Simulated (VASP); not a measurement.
# BAs (F-43m) in VASP: further runs

BAs is run at these levels: r2SCAN, PBE, HSE06; tasks: single point.

Everything below comes from runs of VASP 6.6.1. Logs are shortened: lines on timing, memory, paths and dates and some standing lists are left out, and cuts for length are marked.

## Step 1: The cell of the first run

Symmetry: F-43m, No. 216, cubic system. The conventional cell has a = 4.784 Å, b = 4.784 Å, c = 4.784 Å, α = 90.00°, β = 90.00°, γ = 90.00°. B (site symmetry -43m) has 4 As at 2.07 Å within 2.7 Å. Within 2.7 Å of As (site symmetry -43m) lie 4 B at 2.07 Å.

## Step 2: Single point, r2SCAN

The input, POSCAR:

```
BAs
1.0
    0.0000000000      2.3918699032      2.3918699032
    2.3918699032      0.0000000000      2.3918699032
    2.3918699032      2.3918699032      0.0000000000
B As
1 1
Direct
    0.0000000000      0.0000000000      0.0000000000
    0.2500000000      0.2500000000      0.2500000000
```

The input, INCAR.step1:

```
SYSTEM = BAs
PREC = Accurate
ENCUT = 520
ISMEAR = 0
SIGMA = 0.01
LREAL = .False.
LASPH = .True.
NELM = 60
NBANDS = 11
GGA = PE
ALGO = Normal
EDIFF = 1E-4
LWAVE = .True.
LCHARG = .False.
```

The input, INCAR.step2:

```
SYSTEM = BAs
PREC = Accurate
ENCUT = 520
EDIFF = 1E-7
ISMEAR = 0
SIGMA = 0.01
LREAL = .False.
LASPH = .True.
NELM = 60
ALGO = Normal
ISIF = 2
LWAVE = .False.
LCHARG = .False.
METAGGA = R2SCAN
LMIXTAU = .True.
NBANDS = 11
ISTART = 1
```

The input, KPOINTS:

```
regular mesh
0
Gamma
  4 4 4
  0 0 0
```

Potentials or basis: VASP PAW PBE potentials, release 64 (B, As).

Launch:

```sh
cat potpaw_PBE.64/B/POTCAR potpaw_PBE.64/As/POTCAR > POTCAR
cp INCAR.step1 INCAR
mpirun -np 1 vasp_std > vasp.out
cp INCAR.step2 INCAR
mpirun -np 1 vasp_std > vasp.out
```

OUTCAR:

```text
SYSTEM = BAs
   PREC = Accurate
   ENCUT = 520
   EDIFF = 1E-7
   ISMEAR = 0
   LREAL = .False.
   LASPH = .True.
   NELM = 60
   ISIF = 2
   METAGGA = R2SCAN
   ISTART = 1

 ion  position               nearest neighbor table
   1  0.000  0.000  0.000-   2 2.07   2 2.07   2 2.07   2 2.07
   2  0.250  0.250  0.250-   1 2.07   1 2.07   1 2.07   1 2.07

  LATTYP: Found a face centered cubic cell.
 ALAT       =     4.7837398064

  Lattice vectors:

 A1 = (   0.0000000000,   2.3918699032,   2.3918699032)
 A2 = (   2.3918699032,   0.0000000000,   2.3918699032)
 A3 = (   2.3918699032,   2.3918699032,   0.0000000000)

Analysis of symmetry for initial positions (statically):
=====================================================================
 Subroutine PRICEL returns:
 Original cell was already a primitive cell.

 Routine SETGRP: Setting up the symmetry group for a
 face centered cubic supercell.

 Subroutine GETGRP returns: Found 24 space group operations
 (whereof 24 operations were pure point group operations)
 out of a pool of 48 trial point group operations.

The static configuration has the point symmetry T_d .

Analysis of symmetry for dynamics (positions and initial velocities):
=====================================================================
 Subroutine PRICEL returns:
 Original cell was already a primitive cell.

 Routine SETGRP: Setting up the symmetry group for a
 face centered cubic supercell.

 Subroutine GETGRP returns: Found 24 space group operations
 (whereof 24 operations were pure point group operations)
 out of a pool of 48 trial point group operations.

The dynamic configuration has the point symmetry T_d .

 Subroutine INISYM returns: Found 24 space group operations
 (whereof 24 operations are pure point group operations),
 and found     1 'primitive' translations

----------------------------------------------------------------------------------------

                                     Primitive cell

  volume of cell :      27.3680

  direct lattice vectors                    reciprocal lattice vectors
     0.000000000  2.391869903  2.391869903    -0.209041470  0.209041470  0.209041470
     2.391869903  0.000000000  2.391869903     0.209041470 -0.209041470  0.209041470
     2.391869903  2.391869903  0.000000000     0.209041470  0.209041470 -0.209041470

  length of vectors
     3.382614857  3.382614857  3.382614857     0.362070446  0.362070446  0.362070446

  position of ions in fractional coordinates (direct lattice)
     0.000000000  0.000000000  0.000000000
     0.250000000  0.250000000  0.250000000

  ion indices of the primitive-cell ions
   primitive index   ion index
                 1           1
                 2           2

----------------------------------------------------------------------------------------

 KPOINTS: regular mesh

Automatic generation of k-mesh.
 Grid dimensions read from file:
 generate k-points for:    4    4    4

 Generating k-lattice:

  Cartesian coordinates                     Fractional coordinates (reciprocal lattice)
    -0.052260367  0.052260367  0.052260367     0.250000000  0.000000000  0.000000000
     0.052260367 -0.052260367  0.052260367     0.000000000  0.250000000  0.000000000
     0.052260367  0.052260367 -0.052260367     0.000000000  0.000000000  0.250000000

  Length of vectors
     0.090517612  0.090517612  0.090517612

  Shift w.r.t. Gamma in fractional coordinates (k-lattice)
     0.000000000  0.000000000  0.000000000

 Subroutine IBZKPT returns following result:
 ===========================================

 Found      8 irreducible k-points:

 Following reciprocal coordinates:
            Coordinates               Weight
  0.000000  0.000000  0.000000      1.000000
  0.250000  0.000000  0.000000      8.000000
  0.500000  0.000000  0.000000      4.000000
  0.250000  0.250000  0.000000      6.000000
  0.500000  0.250000  0.000000     24.000000
 -0.250000  0.250000  0.000000     12.000000
  0.500000  0.500000  0.000000      3.000000
 -0.250000  0.500000  0.250000      6.000000
   k-points           NKPTS =      8   k-points in BZ     NKDIM =      8   number of bands    NBANDS=     11
   number of dos      NEDOS =    301   number of ions     NIONS =      2
   total plane-waves  NPLWV =  21952
   dimension x,y,z NGX =    28 NGY =   28 NGZ =   28
   dimension x,y,z NGXF=    56 NGYF=   56 NGZF=   56
   ions per type =               1   1
   NGX,Y,Z   is equivalent  to a cutoff of  13.76, 13.76, 13.76 a.u.
   NGXF,Y,Z  is equivalent  to a cutoff of  27.52, 27.52, 27.52 a.u.
 SYSTEM =  BAs
   PREC   = accura    normal or accurate (medium, high low for compatibility)
   ISTART =      1    job   : 0-new  1-cont  2-samecut
   ICHARG =      0    charge: 1-file 2-atom 10-const
   ISPIN  =      1    spin polarized calculation?
   LNONCOLLINEAR =      F non collinear calculations
   LSORBIT =      F    spin-orbit coupling
   LASPH  =      T    aspherical Exc in radial PAW
   ENCUT  =  520.0 eV  38.22 Ry    6.18 a.u.   6.29  6.29  6.29*2*pi/ulx,y,z
   NELM   =     60;   NELMIN=  2; NELMDL=  0     # of ELM steps
   EDIFF  = 0.1E-06   stopping-criterion for ELM
   LREAL  =      F    real-space projection
   EDIFFG = 0.1E-05   stopping-criterion for IOM
   NSW    =      0    number of steps for IOM
   IBRION =     -1    ionic relax: 0-MD 1-quasi-New 2-CG
   NFREE  =      0    steps in history (QN), initial steepest desc. (CG)
   ISIF   =      2    stress and relaxation
   ISYM   =      2    0-nonsym 1-usesym 2-fastsym
   POTIM  = 0.5000    time-step for ionic-motion
   TEBEG  =    0.0;   TEEND  =   0.0 temperature during run
   PSTRESS=    0.0 pullay stress
   NELECT =       8.0000    total number of electrons
   NUPDOWN=      -1.0000    fix difference up-down
   EMIN   =  10.00;   EMAX   =-10.00  energy-range for DOS
   EFERMI =   0.00;   METHOD = LEGACY
   ISMEAR =     0;   SIGMA  =   0.01  broadening in eV -4-tet -1-fermi 0-gaus
   EFERMI_NEDOS =   21; number of points for ismear=-14 and -15
   IALGO  =     38    algorithm
   IMIX   =      4    mixing-type and parameters
     AMIX     =   0.40;   BMIX     =  1.00
     AMIX_MAG =   1.60;   BMIX_MAG =  1.00
  volume/ion in A,a.u.               =      13.68        92.34
  Fermi-wavevector in a.u.,A,eV,Ry     =   1.086486  2.053160 16.061008  1.180451
  Thomas-Fermi vector in A             =   2.222623
   LORBIT       =      0    0 simple, 1 ext, 2 COOP (PROOUT), +10 PAW based schemes
   METAGGA = R2SCAN    functional components
   LHFCALC =     F    Hartree Fock is set to
   AEXX    =    0.0000 exact exchange contribution
   IVDW    =     0    specifies the selected vdW correction
   LEPSILON=     F    determine dielectric tensor
   LRPA    =     F    only Hartree local field effects (RPA)
 non-spin polarized calculation
 Gauss-broadening in eV      SIGMA  =   0.01
  energy-cutoff  :      520.00
  volume of cell :       27.37
 maximum number of plane-waves:       754
 NGX is ok and might be reduce to    28
   NGX = 13   NGY = 13   NGZ = 13

 number of electron       8.0000000 magnetization

 Free energy of the ion-electron system (eV)
  ---------------------------------------------------
  ext. energy  EPLUGINS =         0.00000000
  ---------------------------------------------------
  free energy    TOTEN  =       -22.07666972 eV

  energy without entropy =      -22.07666972  energy(sigma->0) =      -22.07666972

 E-fermi :   6.1390     XC(G=0): -11.0958

 val. band max:        6.0115725076   @ k =   0.0000   0.0000   0.0000
 cond. band min:       7.6108166488   @ k =   0.5000   0.5000   0.0000
 fundamental gap:      1.5992441412
 Fermi energy:         6.1390103656

 k-point     1 :       0.0000    0.0000    0.0000
  band No.  band energies     occupation
      1     -10.1122      2.00000
      2       6.0116      2.00000
      3       6.0116      2.00000
      4       6.0116      2.00000
      5       9.4413      0.00000
      6       9.4413      0.00000
      7       9.4413      0.00000
      8      11.1138      0.00000
      9      16.3355      0.00000
     10      19.4118      0.00000
     11      19.4118      0.00000

 k-point     2 :       0.2500    0.0000    0.0000
  band No.  band energies     occupation
      1      -9.0639      2.00000
      2       0.8273      2.00000
      3       4.7909      2.00000
      4       4.7909      2.00000
      5       9.3437      0.00000
      6      10.9070      0.00000
      7      10.9070      0.00000
      8      14.5183      0.00000
      9      17.7509      0.00000
     10      17.7509      0.00000
     11      18.0324      0.00000

 k-point     3 :       0.5000    0.0000    0.0000
  band No.  band energies     occupation
      1      -7.1033      2.00000
      2      -3.2058      2.00000
      3       4.0779      2.00000
      4       4.0779      2.00000
      5       8.9568      0.00000
      6      11.0493      0.00000
      7      11.0493      0.00000
      8      15.5572      0.00000
      9      19.6016      0.00000
     10      21.3634      0.00000
     11      21.3634      0.00000

 k-point     4 :       0.2500    0.2500    0.0000
  band No.  band energies     occupation
      1      -8.7015      2.00000
      2       1.6848      2.00000
      3       3.1581      2.00000
      4       3.1581      2.00000
      5       7.8500      0.00000
      6      10.8823      0.00000
      7      13.8344      0.00000
      8      13.8344      0.00000
      9      16.9608      0.00000
     10      20.6845      0.00000
     11      20.9837      0.00000

 k-point     5 :       0.5000    0.2500    0.0000
  band No.  band energies     occupation
      1      -6.6681      2.00000
      2      -2.1257      2.00000
      3       1.0544      2.00000
      4       2.6590      2.00000
      5       8.6365      0.00000
      6      12.2985      0.00000
      7      14.1272      0.00000
      8      14.3683      0.00000
      9      18.8025      0.00000
     10      21.7522      0.00000
     11      22.6652      0.00000

 k-point     6 :      -0.2500    0.2500    0.0000
  band No.  band energies     occupation
      1      -7.4702      2.00000
      2      -0.9904      2.00000
      3       0.6914      2.00000
      4       3.9267      2.00000
      5       9.8062      0.00000
      6      12.4559      0.00000
      7      13.4797      0.00000
      8      13.8948      0.00000
      9      16.8556      0.00000
     10      18.8364      0.00000
     11      22.6006      0.00000

 k-point     7 :       0.5000    0.5000    0.0000
  band No.  band energies     occupation
      1      -5.6753      2.00000
      2      -3.0292      2.00000
      3       1.7131      2.00000
      4       1.7131      2.00000
      5       7.6108      0.00000
      6       7.6934      0.00000
      7      18.1286      0.00000
      8      18.1286      0.00000
      9      19.8471      0.00000
     10      24.2065      0.00000
     11      24.6188      0.00000

 k-point     8 :      -0.2500    0.5000    0.2500
  band No.  band energies     occupation
      1      -5.5103      2.00000
      2      -2.5736      2.00000
      3       0.2920      2.00000
      4       0.5916      2.00000
      5      11.6792      0.00000
      6      12.4492      0.00000
      7      13.1631      0.00000
      8      13.3824      0.00000
      9      19.1006      0.00000
     10      22.3794      0.00000
     11      22.5778      0.00000

------------------------ aborting loop because EDIFF is reached ----------------------------------------

  FORCE on cell =-STRESS in cart. coord.  units (eV):
  Direction    XX          YY          ZZ          XY          YZ          ZX
  --------------------------------------------------------------------------------------
  -------------------------------------------------------------------------------------
  Total        0.1491408      0.1491408      0.1491408     -0.0000000     -0.0000000      0.0000000
  in kB        8.7310079      8.7310079      8.7310079     -0.0000000     -0.0000000      0.0000000
  external PRESSURE =       8.7310079 kB  Pullay stress =       0.0000000 kB

 VOLUME and BASIS-vectors are now :
 -----------------------------------------------------------------------------
  energy-cutoff  :      520.00
  volume of cell :       27.37
      direct lattice vectors                 reciprocal lattice vectors
     0.000000000  2.391869903  2.391869903    -0.209041470  0.209041470  0.209041470
     2.391869903  0.000000000  2.391869903     0.209041470 -0.209041470  0.209041470
     2.391869903  2.391869903  0.000000000     0.209041470  0.209041470 -0.209041470

 POSITION                                       TOTAL-FORCE (eV/Angst)
 -----------------------------------------------------------------------------------
      0.00000      0.00000      0.00000        -0.000000     -0.000000     -0.000000
      1.19593      1.19593      1.19593         0.000000      0.000000      0.000000
 -----------------------------------------------------------------------------------
    total drift:                               -0.000000     -0.000000     -0.000000

  FREE ENERGIE OF THE ION-ELECTRON SYSTEM (eV)
  ---------------------------------------------------
  free  energy   TOTEN  =       -22.0766697208 eV

  energy  without entropy=      -22.0766697208  energy(sigma->0) =      -22.07666972
```

Wall time 18 s (1 thread of AMD EPYC 9R45 (Zen 5), shared host); peak memory 0.13 GiB.

Results:

| Item | Value |
| --- | --- |
| Free energy | -22.0767 eV |
| Pressure | 0.9 GPa |
| Band gap on the k mesh | 1.60 eV, indirect (least direct gap 3.43 eV) |

Caveat: the k points lie up to 0.57 Å⁻¹ apart; the PAW data sets were made with another functional, which shifts forces and pressure a little. A k mesh can miss the band edges.

## Step 3: Single point, PBE

The input, INCAR:

```
PREC = Accurate
ENCUT = 520
EDIFF = 1E-6
ISMEAR = 0
SIGMA = 0.01
LREAL = F
LASPH = T
NELM = 80
ALGO = Normal
ISIF = 2
LWAVE = F
LCHARG = F
GGA = PE
NBANDS = 11
```

The input, KPOINTS:

```
regular mesh
0
Gamma
  8 8 8
```

POSCAR is that of step 2.

Potentials or basis: VASP PAW PBE potentials, release 64 (B, As).

Launch:

```sh
cat potpaw_PBE.64/B/POTCAR potpaw_PBE.64/As/POTCAR > POTCAR
mpirun -np 1 vasp_std > vasp.out
```

Run time: 6.7 s. Hardware: 1 thread of AMD EPYC 9R45 (Zen 5), shared host; peak memory 0.13 GiB.

It converged, with:

- Free energy: -11.4065 eV
- Pressure: 2.8 GPa
- Band gap on the k mesh: 1.19 eV, indirect (least direct gap 3.27 eV)

Levels at points of the mesh, in eV from the valence-band top:
```csv
k point,band 2,band 3,band 4,band 5,band 6,band 7
"(0.00, 0.00, 0.00)",0.00,0.00,0.00,3.27,3.27,3.27
"(0.50, 0.00, 0.00)",-8.76,-1.81,-1.81,2.67,4.78,4.78
"(0.50, 0.50, 0.00)",-8.51,-4.06,-4.06,1.43,1.45,11.33
```

## Step 4: Single point, HSE06

POSCAR is that of step 3.

The input, INCAR.step1:

```
SYSTEM = BAs
  PREC = Accurate
  ENCUT = 520
  EDIFF = 1E-5
  ISMEAR = 0
  SIGMA = 0.01
  LREAL = .False.
  LASPH = .True.
  NELM = 80
  ALGO = Normal
  ISIF = 2
  LWAVE = .True.
  NBANDS = 11
  GGA = PE
```

The input, INCAR.step2:

```
SYSTEM = BAs
  PREC = Accurate
  ENCUT = 520
  EDIFF = 1E-6
  ISMEAR = 0
  SIGMA = 0.01
  LREAL = .False.
  LASPH = .True.
  NELM = 80
  ALGO = Normal
  ISIF = 2
  LWAVE = .False.
  LCHARG = .True.
  GGA = PE
  LHFCALC = .True.
  HFSCREEN = 0.2079
  PRECFOCK = Normal
  LELF = .True.
  LVHAR = .True.
  NBANDS = 11
  ISTART = 1
```

The input, KPOINTS:

```
regular mesh
0
Gamma
  4 4 4
  0 0 0
```

Potentials or basis: VASP PAW PBE potentials, release 64 (B, As).

Launch:

```sh
cat potpaw_PBE.64/B/POTCAR potpaw_PBE.64/As/POTCAR > POTCAR
cp INCAR.step1 INCAR
mpirun -np 1 vasp_std > vasp.out
cp INCAR.step2 INCAR
mpirun -np 1 vasp_std > vasp.out
```

OUTCAR:

```text
SYSTEM = BAs
   PREC = Accurate
   ENCUT = 520
   EDIFF = 1E-6
   ISMEAR = 0
   LREAL = .False.
   LASPH = .True.
   NELM = 80
   ISIF = 2
   GGA = PE
   LHFCALC = .True.
   HFSCREEN = 0.2079
   PRECFOCK = Normal
   ISTART = 1

 ion  position               nearest neighbor table
   1  0.000  0.000  0.000-   2 2.07   2 2.07   2 2.07   2 2.07
   2  0.250  0.250  0.250-   1 2.07   1 2.07   1 2.07   1 2.07

  LATTYP: Found a face centered cubic cell.
 ALAT       =     4.7837398064

[... 290 lines left out ...]

------------------------ aborting loop because EDIFF is reached ----------------------------------------

  FORCE on cell =-STRESS in cart. coord.  units (eV):
  Direction    XX          YY          ZZ          XY          YZ          ZX
  --------------------------------------------------------------------------------------
  -------------------------------------------------------------------------------------
  Total       -0.1008383     -0.1008383     -0.1008383      0.0000000      0.0000000     -0.0000000
  in kB       -5.9032792     -5.9032792     -5.9032792      0.0000000      0.0000000     -0.0000000
  external PRESSURE =      -5.9032792 kB  Pullay stress =       0.0000000 kB

 VOLUME and BASIS-vectors are now :
 -----------------------------------------------------------------------------
  energy-cutoff  :      520.00
  volume of cell :       27.37
      direct lattice vectors                 reciprocal lattice vectors
     0.000000000  2.391869903  2.391869903    -0.209041470  0.209041470  0.209041470
     2.391869903  0.000000000  2.391869903     0.209041470 -0.209041470  0.209041470
     2.391869903  2.391869903  0.000000000     0.209041470  0.209041470 -0.209041470

 POSITION                                       TOTAL-FORCE (eV/Angst)
 -----------------------------------------------------------------------------------
      0.00000      0.00000      0.00000        -0.000000     -0.000000     -0.000000
      1.19593      1.19593      1.19593         0.000000      0.000000      0.000000
 -----------------------------------------------------------------------------------
    total drift:                                0.000001      0.000000      0.000000

  FREE ENERGIE OF THE ION-ELECTRON SYSTEM (eV)
  ---------------------------------------------------
  free  energy   TOTEN  =       -13.0913620372 eV

  energy  without entropy=      -13.0913620372  energy(sigma->0) =      -13.09136204
```

Wall time 60 s (1 thread of AMD EPYC 9R45 (Zen 5), shared host); peak memory 0.23 GiB.

What came out:

```yaml
Free_energy: -13.0914 eV
Pressure: -0.6 GPa
Band_gap_on_the_k_mesh: 2.12 eV, indirect (least direct gap 4.14 eV)
```

Levels at points of the mesh, in eV from the valence-band top:
| k point | band 1 | band 2 | band 3 | band 4 | band 5 | band 6 | band 7 | band 8 | band 9 |
| --- | --- | --- | --- | --- | --- | --- | --- | --- | --- |
| (0.00, 0.00, 0.00) | -16.88 | 0.00 | 0.00 | 0.00 | 4.14 | 4.14 | 4.14 | 5.88 | 10.64 |
| (0.50, 0.00, 0.00) | -13.71 | -9.63 | -1.98 | -1.98 | 3.59 | 5.71 | 5.71 | 10.04 | 14.08 |
| (0.50, 0.50, 0.00) | -12.21 | -9.42 | -4.43 | -4.43 | 2.12 | 2.19 | 12.93 | 12.93 | 14.43 |

Caveat: the k points lie up to 0.57 Å⁻¹ apart; the PAW data sets were made with another functional, which shifts forces and pressure a little.

## Step 5: The runs side by side

```tsv
level	k mesh	grid for exact exchange (PRECFOCK)	screening parameter	gap on the mesh (eV)	pressure (GPa)
r2SCAN	4 × 4 × 4	-	-	1.60	0.9
PBE	8 × 8 × 8	-	-	1.19	2.8
HSE06	4 × 4 × 4	Normal	0.2079 1/Å	2.12	-0.6
```

Alike in all rows: task single point; potentials or basis VASP PAW PBE potentials, release 64 (B, As); no spin polarisation; cell as given; cutoff (eV) 520; smearing gaussian 0.01 eV.

Caveats: some runs use coarse meshes; the PAW data sets were made with another functional, which shifts forces and pressure a little (some runs).

Total energies depend on the potentials used, so only differences within one code and one set of settings carry meaning.
